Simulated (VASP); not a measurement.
# WC (Fm-3m) in VASP: further runs, part 2 of 3

VASP 6.6.1. Earlier steps stand in the parts before.

## 3. Single point, PBE

This run uses another cell than the first one, of 10.50 Å³/atom, 0.996 times its volume.

File INCAR:

```
ALGO = Normal
EDIFF = 1E-6
ENCUT = 520
GGA = PE
ISIF = 2
ISMEAR = -1
LASPH = T
LCHARG = F
LREAL = F
LWAVE = F
NBANDS = 16
NELM = 60
PREC = Accurate
SIGMA = 0.05
```

File KPOINTS:

```
k-points
0
Gamma
  10 10 10
```

File POSCAR:

```
WC
1.0
    0.0000000000      2.1897289918      2.1897289918
    2.1897289918      0.0000000000      2.1897289918
    2.1897289918      2.1897289918      0.0000000000
W C
1 1
Direct
    0.0000000000      0.0000000000      0.0000000000
    0.5000000000      0.5000000000      0.5000000000
```

Potentials or basis: VASP PAW PBE potentials, release 64 (W_sv, C).

Started as:

```
> cat potpaw_PBE.64/W_sv/POTCAR potpaw_PBE.64/C/POTCAR > POTCAR
> mpirun -np 1 vasp_std > vasp.out
```

OUTCAR:

```text
EDIFF = 1E-6
   ENCUT = 520
   GGA = PE
   ISIF = 2
   ISMEAR = -1
   LASPH = T
   LREAL = F
   NELM = 60
   PREC = Accurate

 ion  position               nearest neighbor table
   1  0.000  0.000  0.000-   2 2.19   2 2.19   2 2.19   2 2.19   2 2.19   2 2.19
   2  0.500  0.500  0.500-   1 2.19   1 2.19   1 2.19   1 2.19   1 2.19   1 2.19

  LATTYP: Found a face centered cubic cell.
 ALAT       =     4.3794579836

  Lattice vectors:

 A1 = (   0.0000000000,   2.1897289918,   2.1897289918)
 A2 = (   2.1897289918,   0.0000000000,   2.1897289918)
 A3 = (   2.1897289918,   2.1897289918,   0.0000000000)

Analysis of symmetry for initial positions (statically):
=====================================================================
 Subroutine PRICEL returns:
 Original cell was already a primitive cell.

 Routine SETGRP: Setting up the symmetry group for a
 face centered cubic supercell.

 Subroutine GETGRP returns: Found 48 space group operations
 (whereof 48 operations were pure point group operations)
 out of a pool of 48 trial point group operations.

The static configuration has the point symmetry O_h .

Analysis of symmetry for dynamics (positions and initial velocities):
=====================================================================
 Subroutine PRICEL returns:
 Original cell was already a primitive cell.

 Routine SETGRP: Setting up the symmetry group for a
 face centered cubic supercell.

 Subroutine GETGRP returns: Found 48 space group operations
 (whereof 48 operations were pure point group operations)
 out of a pool of 48 trial point group operations.

The dynamic configuration has the point symmetry O_h .

 Subroutine INISYM returns: Found 48 space group operations
 (whereof 48 operations are pure point group operations),
 and found     1 'primitive' translations

----------------------------------------------------------------------------------------

                                     Primitive cell

  volume of cell :      20.9991

  direct lattice vectors                    reciprocal lattice vectors
     0.000000000  2.189728992  2.189728992    -0.228338759  0.228338759  0.228338759
     2.189728992  0.000000000  2.189728992     0.228338759 -0.228338759  0.228338759
     2.189728992  2.189728992  0.000000000     0.228338759  0.228338759 -0.228338759

  length of vectors
     3.096744438  3.096744438  3.096744438     0.395494332  0.395494332  0.395494332

  position of ions in fractional coordinates (direct lattice)
     0.000000000  0.000000000  0.000000000
     0.500000000  0.500000000  0.500000000

  ion indices of the primitive-cell ions
   primitive index   ion index
                 1           1
                 2           2

----------------------------------------------------------------------------------------

 KPOINTS: k-points

Automatic generation of k-mesh.
 Grid dimensions read from file:
 generate k-points for:   10   10   10

 Generating k-lattice:

  Cartesian coordinates                     Fractional coordinates (reciprocal lattice)
    -0.022833876  0.022833876  0.022833876     0.100000000  0.000000000  0.000000000
     0.022833876 -0.022833876  0.022833876     0.000000000  0.100000000  0.000000000
     0.022833876  0.022833876 -0.022833876     0.000000000  0.000000000  0.100000000

  Length of vectors
     0.039549433  0.039549433  0.039549433

  Shift w.r.t. Gamma in fractional coordinates (k-lattice)
     0.000000000  0.000000000  0.000000000

 Subroutine IBZKPT returns following result:
 ===========================================

 Found     47 irreducible k-points:

 Following reciprocal coordinates:
            Coordinates               Weight
  0.000000  0.000000  0.000000      1.000000
  0.100000  0.000000  0.000000      8.000000
  0.200000  0.000000  0.000000      8.000000
  0.300000  0.000000  0.000000      8.000000
  0.400000  0.000000  0.000000      8.000000
  0.500000  0.000000  0.000000      4.000000
[... 16 lines left out ...]
  0.300000  0.300000  0.000000      6.000000
  0.400000  0.300000  0.000000     24.000000
 [... further k-points ...]
   k-points           NKPTS =     47   k-points in BZ     NKDIM =     47   number of bands    NBANDS=     16
   number of dos      NEDOS =    301   number of ions     NIONS =      2
   total plane-waves  NPLWV =  13824
   dimension x,y,z NGX =    24 NGY =   24 NGZ =   24
   dimension x,y,z NGXF=    48 NGYF=   48 NGZF=   48
   ions per type =               1   1
   NGX,Y,Z   is equivalent  to a cutoff of  12.88, 12.88, 12.88 a.u.
   NGXF,Y,Z  is equivalent  to a cutoff of  25.77, 25.77, 25.77 a.u.
 SYSTEM =  unknown system
   PREC   = accura    normal or accurate (medium, high low for compatibility)
   ISTART =      0    job   : 0-new  1-cont  2-samecut
   ICHARG =      2    charge: 1-file 2-atom 10-const
   ISPIN  =      1    spin polarized calculation?
   LNONCOLLINEAR =      F non collinear calculations
   LSORBIT =      F    spin-orbit coupling
   LASPH  =      T    aspherical Exc in radial PAW
   ENCUT  =  520.0 eV  38.22 Ry    6.18 a.u.   5.76  5.76  5.76*2*pi/ulx,y,z
   NELM   =     60;   NELMIN=  2; NELMDL= -5     # of ELM steps
   EDIFF  = 0.1E-05   stopping-criterion for ELM
   LREAL  =      F    real-space projection
   EDIFFG = 0.1E-04   stopping-criterion for IOM
   NSW    =      0    number of steps for IOM
   IBRION =     -1    ionic relax: 0-MD 1-quasi-New 2-CG
   NFREE  =      0    steps in history (QN), initial steepest desc. (CG)
   ISIF   =      2    stress and relaxation
   ISYM   =      2    0-nonsym 1-usesym 2-fastsym
   POTIM  = 0.5000    time-step for ionic-motion
   TEBEG  =    0.0;   TEEND  =   0.0 temperature during run
   PSTRESS=    0.0 pullay stress
   NELECT =      18.0000    total number of electrons
   NUPDOWN=      -1.0000    fix difference up-down
   EMIN   =  10.00;   EMAX   =-10.00  energy-range for DOS
   EFERMI =   0.00;   METHOD = LEGACY
   ISMEAR =    -1;   SIGMA  =   0.05  broadening in eV -4-tet -1-fermi 0-gaus
   EFERMI_NEDOS =   21; number of points for ismear=-14 and -15
   IALGO  =     38    algorithm
   IMIX   =      4    mixing-type and parameters
     AMIX     =   0.40;   BMIX     =  1.00
     AMIX_MAG =   1.60;   BMIX_MAG =  1.00
  volume/ion in A,a.u.               =      10.50        70.85
  Fermi-wavevector in a.u.,A,eV,Ry     =   1.555125  2.938760 32.904516  2.418414
  Thomas-Fermi vector in A             =   2.659111
   LORBIT       =      0    0 simple, 1 ext, 2 COOP (PROOUT), +10 PAW based schemes
   GGA     = PE    functional components
   LHFCALC =     F    Hartree Fock is set to
   AEXX    =    0.0000 exact exchange contribution
   IVDW    =     0    specifies the selected vdW correction
   LEPSILON=     F    determine dielectric tensor
   LRPA    =     F    only Hartree local field effects (RPA)
 non-spin polarized calculation
  energy-cutoff  :      520.00
  volume of cell :       21.00
 maximum number of plane-waves:       588
   NGX = 11   NGY = 11   NGZ = 11

 number of electron      18.0000001 magnetization

 Free energy of the ion-electron system (eV)
  ---------------------------------------------------
  ext. energy  EPLUGINS =         0.00000000
  ---------------------------------------------------
  free energy    TOTEN  =       -21.57174549 eV

  energy without entropy =      -21.56526665  energy(sigma->0) =      -21.56850607

 E-fermi :  12.5142     XC(G=0): -13.7372

 val. band max:       12.4212472520   @ k =   0.3000   0.2000   0.1000
 cond. band min:      12.5498857100   @ k =  -0.1000   0.1000   0.0000
 fundamental gap:      0.1286384580
 Fermi energy:        12.5141929465

 k-point     1 :       0.0000    0.0000    0.0000
  band No.  band energies     occupation
      1     -62.9677      2.00000
      2     -26.9615      2.00000
      3     -26.9615      2.00000
      4     -26.9615      2.00000
      5      -3.3776      2.00000
      6       9.7071      2.00000
[... 8 lines left out ...]
     15      22.1420      0.00000
     16      35.7186      0.00000

 k-point     2 :       0.1000    0.0000    0.0000
  band No.  band energies     occupation
      1     -62.9641      2.00000
      2     -27.0208      2.00000
      3     -26.9679      2.00000
      4     -26.9679      2.00000
      5      -3.0975      2.00000
      6       8.7884      2.00000
[... 8 lines left out ...]
     15      22.7904      0.00000
     16      33.1341      0.00000
[... 387 lines left out ...]
      5      -1.2462      2.00000
      6       5.2534      2.00000
[... 8 lines left out ...]
     15      25.0523      0.00000
     16      27.9703      0.00000

 k-point    24 :       0.4000    0.3000    0.0000
  band No.  band energies     occupation
      1     -62.9275      2.00000
      2     -27.3977      2.00000
      3     -27.1408      2.00000
      4     -27.1228      2.00000
      5      -0.9288      2.00000
      6       5.3817      2.00000
[... 8 lines left out ...]
     15      24.2268      0.00000
     16      27.9023      0.00000

 [... further k-points ...]
[... 5 lines left out ...]
  --------------------------------------------------------------------------------------
  -------------------------------------------------------------------------------------
  Total        0.1160550      0.1160550      0.1160550     -0.0000000     -0.0000000     -0.0000000
  in kB        8.8546915      8.8546915      8.8546915     -0.0000000     -0.0000000     -0.0000000
  external PRESSURE =       8.8546915 kB  Pullay stress =       0.0000000 kB

 VOLUME and BASIS-vectors are now :
 -----------------------------------------------------------------------------
  energy-cutoff  :      520.00
  volume of cell :       21.00
      direct lattice vectors                 reciprocal lattice vectors
     0.000000000  2.189728992  2.189728992    -0.228338759  0.228338759  0.228338759
     2.189728992  0.000000000  2.189728992     0.228338759 -0.228338759  0.228338759
     2.189728992  2.189728992  0.000000000     0.228338759  0.228338759 -0.228338759

 POSITION                                       TOTAL-FORCE (eV/Angst)
 -----------------------------------------------------------------------------------
      0.00000      0.00000      0.00000        -0.000000      0.000000     -0.000000
      2.18973      2.18973      2.18973         0.000000     -0.000000      0.000000
 -----------------------------------------------------------------------------------
    total drift:                                0.000000     -0.000000     -0.000000

  FREE ENERGIE OF THE ION-ELECTRON SYSTEM (eV)
  ---------------------------------------------------
  free  energy   TOTEN  =       -21.5717454944 eV

  energy  without entropy=      -21.5652666541  energy(sigma->0) =      -21.56850607
```

OSZICAR:

```text
N       E                     dE             d eps       ncg     rms          rms(c)
DAV:   1     0.113112919426E+03    0.11311E+03   -0.94244E+03  1504   0.125E+03
DAV:   2    -0.215750527066E+02   -0.13469E+03   -0.13000E+03  1768   0.338E+02
DAV:   3    -0.250448662895E+02   -0.34698E+01   -0.34542E+01  1632   0.508E+01
DAV:   4    -0.250631944051E+02   -0.18328E-01   -0.18327E-01  1896   0.420E+00
DAV:   5    -0.250633233690E+02   -0.12896E-03   -0.12896E-03  1728   0.339E-01    0.309E+01
DAV:   6    -0.216783581858E+02    0.33850E+01   -0.86495E+00  1848   0.278E+01    0.780E+00
DAV:   7    -0.216000866251E+02    0.78272E-01   -0.50160E-01  1512   0.563E+00    0.640E+00
DAV:   8    -0.215737237213E+02    0.26363E-01   -0.75317E-02  1696   0.235E+00    0.148E+00
DAV:   9    -0.215718054682E+02    0.19183E-02   -0.35333E-03  1632   0.520E-01    0.120E-01
DAV:  10    -0.215717454859E+02    0.59982E-04   -0.35752E-04  1768   0.206E-01    0.575E-02
DAV:  11    -0.215717463103E+02   -0.82443E-06   -0.12109E-05  1720   0.342E-02    0.161E-02
DAV:  12    -0.215717454944E+02    0.81588E-06   -0.15748E-06  1296   0.142E-02
   1 F= -.21571745E+02 E0= -.21568506E+02  d E =-.647884E-02
```

stdout:

```text
POSCAR found type information on POSCAR W C
 POSCAR found :  2 types and       2 ions
 scaLAPACK will be used
 LDA part: xc-table for (Slater+PW92), standard interpolation
 POSCAR, INCAR and KPOINTS ok, starting setup
 FFT: planning ... GRIDC
 FFT: planning ... GRID_SOFT
 FFT: planning ... GRID
 WAVECAR not read
 entering main loop
```

It took 12 s on 1 thread of Intel Xeon 6975P-C, shared host; peak memory 0.15 GiB.

Results:

```
Free energy            : -21.5717 eV
Pressure               : 0.9 GPa
Band gap on the k mesh : zero (band 9 reaches 13.52 eV, above the bottom of band 10 at 10.32 eV)
```

Caveat: spin-orbit coupling is left out, which moves the levels of the heavy elements.

(Part 2 of 3 ends here.)
